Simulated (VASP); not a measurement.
Set up this calculation in VASP 6.6.1, as the native input.

| Property | Result |
| --- | --- |
| Task | single point |
| Functional | PBEsol |
| Potentials or basis | VASP PAW PBE potentials, release 64 (Nb_sv, As) |
| Cutoff | 520 eV |
| k mesh | 18 × 18 × 18 |
| Occupations | gaussian, width 0.1 eV |
| Spin | no spin polarisation |
| Dipole correction | no |
| Further INCAR settings | ALGO = Normal; EDIFF = 1e-06; NBANDS = 26 |

The structure of NbAs lies in POSCAR:

```
NbAs
1.0
   -1.7196532131      1.7196532131      5.7965408285
    1.7196532131     -1.7196532131      5.7965408285
    1.7196532131      1.7196532131     -5.7965408285
Nb As
2 2
Direct
    0.7487437889      0.7487437889      0.0000000000
    0.4987437889     -0.0012562111      0.5000000000
    0.1672562111      0.1672562111      0.0000000000
    0.9172562111      0.4172562111      0.5000000000
```

These files were run (other wordings do the same):

INCAR

```
PREC     = Accurate       # precision mode
ENCUT    = 520            # plane-wave cutoff, eV
EDIFF    = 1E-6           # SCF threshold, eV
ISMEAR   = 0              # smearing method
SIGMA    = 0.1            # smearing width, eV
LREAL    = False          # projectors in reciprocal space
LASPH    = True           # aspherical terms in the spheres
NELM     = 100            # most SCF steps
ALGO     = Normal         # electronic algorithm
ISIF     = 2              # what is computed and relaxed
LWAVE    = False          # write WAVECAR
LCHARG   = False          # write CHGCAR
GGA      = PS             # functional
NBANDS   = 26             # bands
```

KPOINTS

```
regular mesh
0
Gamma
  18 18 18
```

Potentials or basis: VASP PAW PBE potentials, release 64 (Nb_sv, As).

Command:

```console
$ cat potpaw_PBE.64/Nb_sv/POTCAR potpaw_PBE.64/As/POTCAR > POTCAR
$ mpirun -np 1 vasp_std > vasp.out
```

It gave:

```yaml
Pressure: 0.2 GPa
Band_gap_on_the_k_mesh: zero (bands 18 and 19 overlap by 0.04 eV)
```

Caveat: the PAW data sets were made with another functional, which shifts forces and pressure a little.

Run time: 42 min on 1 thread of Intel Xeon 8259CL (shared host), peak memory 0.9 GiB.
